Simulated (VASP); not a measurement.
The system is HgTe (Coloradoite).

```
Hg Te
1.0
     0.00000    3.21450    3.21450
     3.21450    0.00000    3.21450
     3.21450    3.21450    0.00000
Hg Te
1 1
Cartesian
  0.0000 0.0000 0.0000
  4.8217 4.8217 4.8217
```

* Program: VASP 6.6.1
* Task: relaxation of cell and atoms
* Functional: RPBE
* Dispersion: D3(BJ)
* Potentials or basis: VASP PAW PBE potentials, release 64 (Hg, Te)
* Cutoff: 600 eV
* k mesh: 7 × 7 × 7
* Occupations: fermi-dirac, width 0.05 eV
* Spin: no spin polarisation

At the start: pressure -2.9 GPa; volume 33.22 Å³/atom.

Problem. Where does the relaxation end?

Solution. Over 3 steps the energy falls by 17.6 meV/atom and the volume is 31.36 Å³/atom (-5.6 %); space group F-43m (No. 216, to 0.05 Å).

Step by step:
| step | energy change (eV) | largest force (eV/Å) | pressure (GPa) | volume (Å³) |
| --- | --- | --- | --- | --- |
| 1 | 0.0000 | 0.0000 | -2.87 | 66.43 |
| 2 | -0.0248 | 0.0000 | 1.85 | 60.87 |
| 3 | -0.0352 | 0.0000 | 0.00 | 62.72 |

Final structure:
```
Hg Te
1.0
     0.00000    3.15354    3.15354
     3.15354    0.00000    3.15354
     3.15354    3.15354    0.00000
Hg Te
1 1
Direct
  0.00000 0.00000 0.00000
  0.75000 0.75000 0.75000
```

Caveat: the PAW data sets were made with another functional, which shifts forces and pressure a little; pairwise dispersion overbinds metals, which lowers pressure and volume.
